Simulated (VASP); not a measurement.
Runs of VASP 6.6.1 on Cu. The structure is that of space group Pm-3m (No. 221), or close to it. The cells are those of the table. 

| task | cell | k mesh | cutoff (eV) | gap on the mesh (eV) | pressure (GPa) |
| --- | --- | --- | --- | --- | --- |
| single point | a = 2.372 Å, 1 atom | 14 × 14 × 14 | 520 | none | 9.7 |
| single point | a = 2.439 Å, 1 atom | 13 × 13 × 13 | 520 | none | 0.6 |
| relaxation of cell and atoms | relaxed from a = 2.336 Å, 1 atom | 13 × 13 × 13 | 600 | none | 0.0 |
| single point | a = 2.439 Å, 1 atom | 14 × 14 × 14 | 520 | none | 0.6 |
| single point | a = 2.502 Å, 1 atom | 14 × 14 × 14 | 520 | none | (b) |
| single point | a = 2.533 Å, 1 atom | 14 × 14 × 14 | 520 | none | -7.3 |
| single point | a = 2.406 Å, 1 atom | 14 × 14 × 14 | 520 | none | 4.6 |
| single point | a = 2.337 Å, 1 atom | 14 × 14 × 14 | 520 | none | (a) |
| single point | a = 2.471 Å, 1 atom | 14 × 14 × 14 | 520 | none | -2.9 |
| single point | a = 2.439 Å, 1 atom | 21 × 21 × 21 | 520 | none | 0.6 |

Alike in all rows: level RPBE; potentials or basis VASP PAW PBE potentials, release 64 (Cu); no spin polarisation; smearing fermi-dirac 0.1 eV.

Question: Estimate the missing entries.

Answer: (a) 16.2; (b) -4.9.

Caveats: the PAW data sets were made with another functional, which shifts forces and pressure a little.

A gap of «none» marks levels without a gap at the run's occupations.
